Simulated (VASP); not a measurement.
# Rb: relaxation of cell and atoms with PBE

Crystal: Rb.

```xyz
4
Lattice="5.0030 0.0000 0.0000 -2.5015 4.3327 0.0000 0.0000 0.0000 7.1042" Properties=species:S:1:pos:R:3 pbc="T T T"
Rb    0.0000    0.0000    0.0000
Rb    0.0000    0.0000    3.5521
Rb    0.0000    2.8885    1.7761
Rb    2.5015    1.4442    5.3282
```

This isn't the form of Rb at room conditions, which is bcc.

```json
{
 "Program": "VASP 6.6.1",
 "Task": "relaxation of cell and atoms",
 "Functional": "PBE",
 "Potentials or basis": "VASP PAW PBE potentials, release 64 (Rb_sv)",
 "Cutoff": "600 eV",
 "k mesh": "7 × 7 × 5",
 "Occupations": "fermi-dirac, width 0.08 eV",
 "Spin": "no spin polarisation",
 "Target pressure": "10 GPa",
 "Dipole correction": "no",
 "Further INCAR settings": "ALGO = Normal; EDIFF = 1e-06; IBRION = 2; EDIFFG = -0.005; NSW = 60; ISIF = 3"
}
```

The relaxed volume is 36.72 Å³/atom. The relaxed cell is a = 4.832 Å, b = 4.832 Å, c = 7.265 Å, α = 90.00°, β = 90.00°, γ = 120.00° and the space group after relaxing (to 0.1 Å) is P6_3/mmc (No. 194). The energy change on relaxing (the run minimises the enthalpy) is +101.7 meV/atom and the ionic steps are 12. The pressure after relaxing is 10.0 GPa and the band gap on the k mesh is zero (bands 18 and 19 overlap by 0.17 eV).

Step by step:
```tsv
step	energy change (eV)	largest force (eV/Å)	pressure (GPa)	volume (Å³)
1	0.0000	0.0000	8.81	153.99
2	0.3635	0.0000	9.74	147.68
3	0.4681	0.0000	10.03	145.98
4	0.4636	0.0000	10.03	146.04
5	0.4511	0.0000	10.03	146.22
6	0.4293	0.0000	10.02	146.54
7	0.3971	0.0000	10.04	147.07
8	0.4126	0.0000	10.02	146.81
9	0.4149	0.0000	10.02	146.77
10	0.4160	0.0000	10.02	146.75
11	0.3903	0.0000	9.95	147.16
12	0.4068	0.0000	10.00	146.90
```

Final structure:
```yaml
crystal:
  lattice:
    - [4.83187, 0.00000, 0.00000]
    - [-2.41593, 4.18452, 0.00000]
    - [0.00000, 0.00000, 7.26540]
  atoms:
    - { symbol: Rb, position: [0.00000, 0.00000, 0.00000] }
    - { symbol: Rb, position: [0.00000, 0.00000, 0.50000] }
    - { symbol: Rb, position: [0.33333, 0.66667, 0.25000] }
    - { symbol: Rb, position: [0.66667, 0.33333, 0.75000] }
```

Levels at points of the mesh, in eV from the Fermi level:
```
           k point  band 15  band 16  band 17  band 18  band 19  band 20  band 21  band 22
(0.00, 0.00, 0.00)   -12.95   -12.95    -2.83     0.11     0.27     0.63     0.71     0.71
```

Run time: 8.4 min on 1 thread of Intel(R) Xeon(R) Platinum 8375C CPU @ 2.90GHz (Ice Lake), on a shared host, peak memory 0.34 GiB.

Caveat: the cell is relaxed towards a set pressure, so the run minimises the enthalpy, not the energy.
